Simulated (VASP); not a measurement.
# W (Im-3m) in VASP: notebook

Runs on W. Level: LDA. Tasks: single point.

All numbers are computed with VASP 6.6.1; they aren't measurements. Logs are shortened: lines on timing, memory, paths and dates and some standing lists are left out, and cuts for length are marked.

### Step 1. The cell of the first run

The structure is cubic, space group Im-3m (No. 229). The conventional cell has a = 3.195 Å, b = 3.195 Å, c = 3.195 Å, α = 90.00°, β = 90.00°, γ = 90.00°. W (site symmetry m-3m) has 14 W at 2.77 to 3.19 Å within 3.6 Å.

### Step 2. Single point, LDA

INCAR

```
SYSTEM = W
  PREC = Accurate
  ENCUT = 520
  EDIFF = 1E-7
  ISMEAR = 0
  SIGMA = 0.15
  LREAL = .FALSE.
  LASPH = .TRUE.
  NELM = 80
  ALGO = Normal
  ISIF = 2
  LWAVE = .FALSE.
  LCHARG = .TRUE.
  LELF = .TRUE.
  LVHAR = .TRUE.
  NBANDS = 13
```

KPOINTS

```
Automatic mesh
0
G
  20 20 20
  0 0 0
```

POSCAR

```
W
1.0
   -1.5973000000      1.5973000000      1.5973000000
    1.5973000000     -1.5973000000      1.5973000000
    1.5973000000      1.5973000000     -1.5973000000
W
1
Direct
    0.0000000000      0.0000000000      0.0000000000
```

Potentials or basis: VASP PAW LDA potentials, release 64 (W_sv).

On the command line:

```
> cat potpaw_LDA.64/W_sv/POTCAR > POTCAR
> mpirun -np 1 vasp_std > vasp.out
```

OUTCAR:

```text
SYSTEM = W
   PREC = Accurate
   ENCUT = 520
   EDIFF = 1E-7
   ISMEAR = 0
   LREAL = .FALSE.
   LASPH = .TRUE.
   NELM = 80
   ISIF = 2

 ion  position               nearest neighbor table
   1  0.000  0.000  0.000-

  LATTYP: Found a body centered cubic cell.
 ALAT       =     3.1946000000

  Lattice vectors:

 A1 = (  -1.5973000000,   1.5973000000,   1.5973000000)
 A2 = (   1.5973000000,  -1.5973000000,   1.5973000000)
 A3 = (   1.5973000000,   1.5973000000,  -1.5973000000)

Analysis of symmetry for initial positions (statically):
=====================================================================
 Subroutine PRICEL returns:
 Original cell was already a primitive cell.

 Routine SETGRP: Setting up the symmetry group for a
 body centered cubic supercell.

 Subroutine GETGRP returns: Found 48 space group operations
 (whereof 48 operations were pure point group operations)
 out of a pool of 48 trial point group operations.

The static configuration has the point symmetry O_h .

Analysis of symmetry for dynamics (positions and initial velocities):
=====================================================================
 Subroutine PRICEL returns:
 Original cell was already a primitive cell.

 Routine SETGRP: Setting up the symmetry group for a
 body centered cubic supercell.

 Subroutine GETGRP returns: Found 48 space group operations
 (whereof 48 operations were pure point group operations)
 out of a pool of 48 trial point group operations.

The dynamic configuration has the point symmetry O_h .

 Subroutine INISYM returns: Found 48 space group operations
 (whereof 48 operations are pure point group operations),
 and found     1 'primitive' translations

----------------------------------------------------------------------------------------

                                     Primitive cell

  volume of cell :      16.3012

  direct lattice vectors                    reciprocal lattice vectors
    -1.597300000  1.597300000  1.597300000     0.000000000  0.313028235  0.313028235
     1.597300000 -1.597300000  1.597300000     0.313028235  0.000000000  0.313028235
     1.597300000  1.597300000 -1.597300000     0.313028235  0.313028235  0.000000000

  length of vectors
     2.766604755  2.766604755  2.766604755     0.442688776  0.442688776  0.442688776

  position of ions in fractional coordinates (direct lattice)
     0.000000000  0.000000000  0.000000000

  ion indices of the primitive-cell ions
   primitive index   ion index
                 1           1

----------------------------------------------------------------------------------------

 KPOINTS: Automatic mesh

Automatic generation of k-mesh.
 Grid dimensions read from file:
 generate k-points for:   20   20   20

 Generating k-lattice:

  Cartesian coordinates                     Fractional coordinates (reciprocal lattice)
     0.000000000  0.015651412  0.015651412     0.050000000  0.000000000  0.000000000
     0.015651412  0.000000000  0.015651412     0.000000000  0.050000000  0.000000000
     0.015651412  0.015651412  0.000000000     0.000000000  0.000000000  0.050000000

  Length of vectors
     0.022134439  0.022134439  0.022134439

  Shift w.r.t. Gamma in fractional coordinates (k-lattice)
     0.000000000  0.000000000  0.000000000

 Subroutine IBZKPT returns following result:
 ===========================================

 Found    256 irreducible k-points:

 Following reciprocal coordinates:
            Coordinates               Weight
  0.000000  0.000000  0.000000      1.000000
  0.050000  0.000000  0.000000     12.000000
  0.100000  0.000000  0.000000     12.000000
  0.150000  0.000000  0.000000     12.000000
  0.200000  0.000000  0.000000     12.000000
  0.250000  0.000000  0.000000     12.000000
[... 16 lines left out ...]
  0.200000  0.100000  0.000000     48.000000
  0.250000  0.100000  0.000000     48.000000
 [... further k-points ...]
   k-points           NKPTS =    256   k-points in BZ     NKDIM =    256   number of bands    NBANDS=     13
   number of dos      NEDOS =    301   number of ions     NIONS =      1
   total plane-waves  NPLWV =  13824
   dimension x,y,z NGX =    24 NGY =   24 NGZ =   24
   dimension x,y,z NGXF=    48 NGYF=   48 NGZF=   48
   ions per type =               1
   NGX,Y,Z   is equivalent  to a cutoff of  14.42, 14.42, 14.42 a.u.
   NGXF,Y,Z  is equivalent  to a cutoff of  28.84, 28.84, 28.84 a.u.
 SYSTEM =  W
   PREC   = accura    normal or accurate (medium, high low for compatibility)
   ISTART =      0    job   : 0-new  1-cont  2-samecut
   ICHARG =      2    charge: 1-file 2-atom 10-const
   ISPIN  =      1    spin polarized calculation?
   LNONCOLLINEAR =      F non collinear calculations
   LSORBIT =      F    spin-orbit coupling
   LASPH  =      T    aspherical Exc in radial PAW
   ENCUT  =  520.0 eV  38.22 Ry    6.18 a.u.   5.14  5.14  5.14*2*pi/ulx,y,z
   NELM   =     80;   NELMIN=  2; NELMDL= -5     # of ELM steps
   EDIFF  = 0.1E-06   stopping-criterion for ELM
   LREAL  =      F    real-space projection
   EDIFFG = 0.1E-05   stopping-criterion for IOM
   NSW    =      0    number of steps for IOM
   IBRION =     -1    ionic relax: 0-MD 1-quasi-New 2-CG
   NFREE  =      0    steps in history (QN), initial steepest desc. (CG)
   ISIF   =      2    stress and relaxation
   ISYM   =      2    0-nonsym 1-usesym 2-fastsym
   POTIM  = 0.5000    time-step for ionic-motion
   TEBEG  =    0.0;   TEEND  =   0.0 temperature during run
   PSTRESS=    0.0 pullay stress
   NELECT =      14.0000    total number of electrons
   NUPDOWN=      -1.0000    fix difference up-down
   EMIN   =  10.00;   EMAX   =-10.00  energy-range for DOS
   EFERMI =   0.00;   METHOD = LEGACY
   ISMEAR =     0;   SIGMA  =   0.15  broadening in eV -4-tet -1-fermi 0-gaus
   EFERMI_NEDOS =   21; number of points for ismear=-14 and -15
   IALGO  =     38    algorithm
   IMIX   =      4    mixing-type and parameters
     AMIX     =   0.40;   BMIX     =  1.00
     AMIX_MAG =   1.60;   BMIX_MAG =  1.00
  volume/ion in A,a.u.               =      16.30       110.01
  Fermi-wavevector in a.u.,A,eV,Ry     =   1.556125  2.940649 32.946829  2.421524
  Thomas-Fermi vector in A             =   2.659966
   LORBIT       =      0    0 simple, 1 ext, 2 COOP (PROOUT), +10 PAW based schemes
   GGA     = CA    functional components
   LHFCALC =     F    Hartree Fock is set to
   AEXX    =    0.0000 exact exchange contribution
   IVDW    =     0    specifies the selected vdW correction
   LEPSILON=     F    determine dielectric tensor
   LRPA    =     F    only Hartree local field effects (RPA)
 non-spin polarized calculation
 Gauss-broadening in eV      SIGMA  =   0.15
  energy-cutoff  :      520.00
  volume of cell :       16.30
 maximum number of plane-waves:       466
 NGX is ok and might be reduce to    24
   NGX = 11   NGY = 11   NGZ = 11

 number of electron      14.0000002 magnetization

 Free energy of the ion-electron system (eV)
  ---------------------------------------------------
  ext. energy  EPLUGINS =         0.00000000
  ---------------------------------------------------
  free energy    TOTEN  =       -14.07106631 eV

  energy without entropy =      -14.06695468  energy(sigma->0) =      -14.06901049

 E-fermi :  10.9449     XC(G=0): -13.6741

 val. band max:       10.9325383597   @ k =  -0.2500   0.3500   0.1500
 cond. band min:      10.9505838798   @ k =   0.5000   0.5000   0.2000
 fundamental gap:      0.0180455201
 Fermi energy:        10.9448859822

 k-point     1 :       0.0000    0.0000    0.0000
  band No.  band energies     occupation
      1     -62.8777      2.00000
      2     -26.7253      2.00000
      3     -26.7253      2.00000
      4     -26.7253      2.00000
      5       1.5196      2.00000
      6       9.6938      2.00000
      7       9.6938      2.00000
      8       9.6938      2.00000
      9      13.0271      0.00000
     10      13.0271      0.00000
     11      25.4274      0.00000
     12      25.4274      0.00000
     13      25.4274      0.00000

 k-point     2 :       0.0500    0.0000    0.0000
  band No.  band energies     occupation
      1     -62.8748      2.00000
      2     -26.7568      2.00000
      3     -26.7352      2.00000
      4     -26.7254      2.00000
      5       1.6377      2.00000
      6       9.6231      2.00000
      7       9.6795      2.00000
      8       9.8068      2.00000
      9      12.9134      0.00000
     10      13.0281      0.00000
     11      25.5274      0.00000
     12      25.6274      0.00000
     13      25.7121      0.00000

 k-point     3 :       0.1000    0.0000    0.0000
  band No.  band energies     occupation
      1     -62.8662      2.00000
      2     -26.8476      2.00000
      3     -26.7638      2.00000
      4     -26.7258      2.00000
      5       1.9817      2.00000
      6       9.4246      2.00000
      7       9.6192      2.00000
      8      10.1429      2.00000
      9      12.6517      0.00000
     10      13.0357      0.00000
     11      25.7875      0.00000
     12      26.2126      0.00000
     13      26.4626      0.00000

 k-point     4 :       0.1500    0.0000    0.0000
  band No.  band energies     occupation
      1     -62.8527      2.00000
      2     -26.9869      2.00000
      3     -26.8081      2.00000
      4     -26.7264      2.00000
      5       2.5188      2.00000
      6       9.1328      2.00000
      7       9.4780      2.00000
      8      10.6929      1.98248
      9      12.4155      0.00000
     10      13.0609      0.00000
     11      26.0635      0.00000
     12      27.1449      0.00000
     13      27.3632      0.00000

 k-point     5 :       0.2000    0.0000    0.0000
  band No.  band energies     occupation
      1     -62.8358      2.00000
      2     -27.1588      2.00000
      3     -26.8634      2.00000
      4     -26.7272      2.00000
      5       3.1863      2.00000
      6       8.7912      2.00000
      7       9.2696      2.00000
      8      11.4407      0.00000
      9      12.3387      0.00000
     10      13.1166      0.00000
     11      26.0717      0.00000
     12      27.7868      0.00000
     13      28.3747      0.00000
[... 257 lines left out ...]
 k-point    22 :       0.1500    0.1000    0.0000
  band No.  band energies     occupation
      1     -62.8290      2.00000
      2     -27.2156      2.00000
      3     -26.8602      2.00000
      4     -26.7641      2.00000
      5       3.4845      2.00000
      6       8.7910      2.00000
      7       8.9690      2.00000
      8      11.8832      0.00000
      9      12.0857      0.00000
     10      13.3440      0.00000
     11      26.5926      0.00000
     12      27.3560      0.00000
     13      28.4415      0.00000

 k-point    23 :       0.2000    0.1000    0.0000
  band No.  band energies     occupation
      1     -62.8111      2.00000
      2     -27.3797      2.00000
      3     -26.9271      2.00000
      4     -26.7684      2.00000
      5       4.1788      2.00000
      6       8.4505      2.00000
      7       8.8039      2.00000
      8      12.1281      0.00000
      9      12.8573      0.00000
     10      13.4833      0.00000
     11      25.8310      0.00000
     12      27.1159      0.00000
     13      29.2394      0.00000

 k-point    24 :       0.2500    0.1000    0.0000
  band No.  band energies     occupation
      1     -62.7931      2.00000
      2     -27.5392      2.00000
      3     -26.9963      2.00000
      4     -26.7711      2.00000
      5       4.7621      2.00000
      6       8.1390      2.00000
      7       8.8539      2.00000
      8      12.3284      0.00000
      9      13.6018      0.00000
     10      13.9515      0.00000
     11      24.7342      0.00000
     12      26.1043      0.00000
     13      30.3910      0.00000

 [... further k-points ...]

------------------------ aborting loop because EDIFF is reached ----------------------------------------

  FORCE on cell =-STRESS in cart. coord.  units (eV):
  Direction    XX          YY          ZZ          XY          YZ          ZX
  --------------------------------------------------------------------------------------
  -------------------------------------------------------------------------------------
  Total       -1.5500291     -1.5500291     -1.5500291      0.0000000      0.0000000      0.0000000
  in kB     -152.3459695   -152.3459695   -152.3459695      0.0000000      0.0000000      0.0000000
  external PRESSURE =    -152.3459695 kB  Pullay stress =       0.0000000 kB

 VOLUME and BASIS-vectors are now :
 -----------------------------------------------------------------------------
  energy-cutoff  :      520.00
  volume of cell :       16.30
      direct lattice vectors                 reciprocal lattice vectors
    -1.597300000  1.597300000  1.597300000     0.000000000  0.313028235  0.313028235
     1.597300000 -1.597300000  1.597300000     0.313028235  0.000000000  0.313028235
     1.597300000  1.597300000 -1.597300000     0.313028235  0.313028235  0.000000000

 POSITION                                       TOTAL-FORCE (eV/Angst)
 -----------------------------------------------------------------------------------
      0.00000      0.00000      0.00000         0.000000      0.000000     -0.000000
 -----------------------------------------------------------------------------------
    total drift:                                0.000000      0.000000      0.000000

  FREE ENERGIE OF THE ION-ELECTRON SYSTEM (eV)
  ---------------------------------------------------
  free  energy   TOTEN  =       -14.0710663126 eV

  energy  without entropy=      -14.0669546753  energy(sigma->0) =      -14.06901049
```

Run time: 20 s. Hardware: 1 thread of Intel Xeon Platinum 8488C (Sapphire Rapids), shared host; peak memory 0.17 GiB.

Results:

```
Free energy            : -14.0711 eV
Pressure               : -15.2 GPa
Band gap on the k mesh : zero (band 7 reaches 15.85 eV, above the bottom of band 8 at 9.69 eV)
```

Levels at points of the mesh, in eV from the Fermi level:
| k point | band 4 | band 5 | band 6 | band 7 | band 8 | band 9 | band 10 | band 11 |
| --- | --- | --- | --- | --- | --- | --- | --- | --- |
| (0.00, 0.00, 0.00) | -37.67 | -9.43 | -1.25 | -1.25 | -1.25 | 2.08 | 2.08 | 14.48 |
| (0.50, 0.00, 0.00) | -37.68 | -6.11 | -3.49 | 0.71 | 1.97 | 2.89 | 5.85 | 10.59 |
| (0.50, 0.50, 0.50) | -38.51 | -5.66 | -5.66 | 4.91 | 4.91 | 4.91 | 8.10 | 8.10 |

Caveat: spin-orbit coupling is left out, which moves the levels of the heavy elements.

### Step 3. Single point, LDA

INCAR

```
ALGO     = Fast           # electronic algorithm
EDIFF    = 1E-7           # SCF threshold, eV
ENCUT    = 520            # plane-wave cutoff, eV
ISIF     = 2              # what is computed and relaxed
ISMEAR   = 0              # smearing method
LASPH    = True           # aspherical terms in the spheres
LCHARG   = False          # write CHGCAR
LREAL    = False          # projectors in reciprocal space
LWAVE    = False          # write WAVECAR
NBANDS   = 13             # bands
NELM     = 60             # most SCF steps
PREC     = Accurate       # precision mode
SIGMA    = 0.15           # smearing width, eV
```

KPOINTS

```
k-points
0
Gamma
  24 24 24
```

POSCAR is that of step 2.

Potentials or basis: VASP PAW LDA potentials, release 64 (W_sv).

On the command line:

```
> cat potpaw_LDA.64/W_sv/POTCAR > POTCAR
> mpirun -np 1 vasp_std > vasp.out
```

It took 46 s on 1 thread of Intel Xeon Platinum 8488C (Sapphire Rapids), shared host; peak memory 0.2 GiB.

It converged, with:

```
Free energy            : -14.0692 eV
Pressure               : -15.3 GPa
Band gap on the k mesh : zero (band 7 reaches 15.85 eV, above the bottom of band 8 at 9.70 eV)
```

Levels at points of the mesh, in eV from the Fermi level:
```tsv
k point	band 3	band 4	band 5	band 6	band 7	band 8	band 9	band 10	band 11	band 12
(0.00, 0.00, 0.00)	-37.67	-37.67	-9.43	-1.25	-1.25	-1.25	2.08	2.08	14.48	14.48
(0.50, 0.00, 0.00)	-38.06	-37.68	-6.12	-3.49	0.70	1.97	2.89	5.84	10.59	11.45
(0.50, 0.50, 0.50)	-38.51	-38.51	-5.67	-5.67	4.90	4.90	4.90	8.09	8.09	8.09
```

Caveat: spin-orbit coupling is left out, which moves the levels of the heavy elements.
